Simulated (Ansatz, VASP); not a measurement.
# ZnCu4: VASP beside Ansatz

```
Cu Zn
1.0
     2.56651    0.00000    0.00000
    -1.28326    2.22267    0.00000
     0.00000    0.00000   24.38220
Cu Zn
4 1
Direct
  0.83333 0.16667 0.32895
  0.16667 0.83333 0.41419
  0.83333 0.16667 0.58581
  0.16667 0.83333 0.67105
  0.50000 0.50000 0.50000
```

Alike in both runs: task single point; functional PBE; k mesh 15 × 15 × 1; occupations fermi-dirac, width 0.1 eV; no spin polarisation.

|  | VASP | Ansatz |
| --- | --- | --- |
| version | VASP 6.6.1 | Ansatz 0.2.0 |
| potentials or method | VASP PAW PBE potentials, release 64 (Cu, Zn), cutoff 520 eV | all-electron LAPW, scalar-relativistic |

Ansatz gave:

```
rms of the force components (eV/Å) : 0.105
```

**Question.** Estimate VASP's values.

**Answer.** rms of the force components (eV/Å): 0.110.

Ansatz ran all-electron here, and VASP with PAW potentials.
